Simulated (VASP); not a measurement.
Crystal: InP.

```
In P
1.0
     0.00000    2.95379    2.95379
     2.95379    0.00000    2.95379
     2.95379    2.95379    0.00000
In P
1 1
Direct
  0.00000 0.00000 0.00000
  0.25000 0.25000 0.25000
```

Program: VASP 6.6.1. Alike in all runs: task single point; no spin polarisation; cell as given; k mesh 4 × 4 × 4; cutoff (eV) 520; smearing gaussian 0.01 eV.

**Question.** Order these runs on this cell by their pressure, lowest first.
A. level PBE; potentials or basis VASP PAW PBE potentials, release 64 (In_d, P)
B. level HSE06; potentials or basis VASP PAW PBE potentials, release 64 (In_d, P); grid for exact exchange (PRECFOCK) Normal; share of exact exchange 0.25; screening parameter 0.2079 1/Å
C. level LDA; potentials or basis VASP PAW LDA potentials, release 64 (In_d, P)

**Answer.** C (-2.5 GPa), B (-0.2 GPa), A (1.8 GPa).

Caveats: all runs use coarse meshes; the PAW data sets were made with another functional, which shifts forces and pressure a little (at least some runs).
